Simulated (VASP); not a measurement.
A run of VASP 6.6.1:

The input INCAR:

```
SYSTEM = Mo
PREC = Accurate
ENCUT = 520
EDIFF = 1E-8
ISMEAR = -1
SIGMA = 0.1
LREAL = .FALSE.
LASPH = .TRUE.
NELM = 100
ALGO = Normal
ISIF = 2
LWAVE = .FALSE.
LCHARG = .FALSE.
GGA = PE
IBRION = 8
NSW = 1
```

The input KPOINTS:

```
regular mesh
0
G
  10 10 10
  0 0 0
```

The input POSCAR:

```
Mo
1.0
   -1.5838090000      1.5838090000      1.5838090000
    1.5838090000     -1.5838090000      1.5838090000
    1.5838090000      1.5838090000     -1.5838090000
Mo
1
Direct
    0.0000000000      0.0000000000      0.0000000000
```

Potentials or basis: VASP PAW PBE potentials, release 64 (Mo_sv).

Launch:

```bash
$ cat potpaw_PBE.64/Mo_sv/POTCAR > POTCAR
$ mpirun -np 1 vasp_std > vasp.out
```

Hardware: 1 thread of Intel(R) Xeon(R) 6975P-C (Granite Rapids), with other jobs on the host.

Task: How long does it take, and how much memory?

Result: Wall time 21 s on 1 thread of Intel(R) Xeon(R) 6975P-C (Granite Rapids), on a shared host, peak memory 0.15 GiB. Counts: scf iterations 34, k points 47.
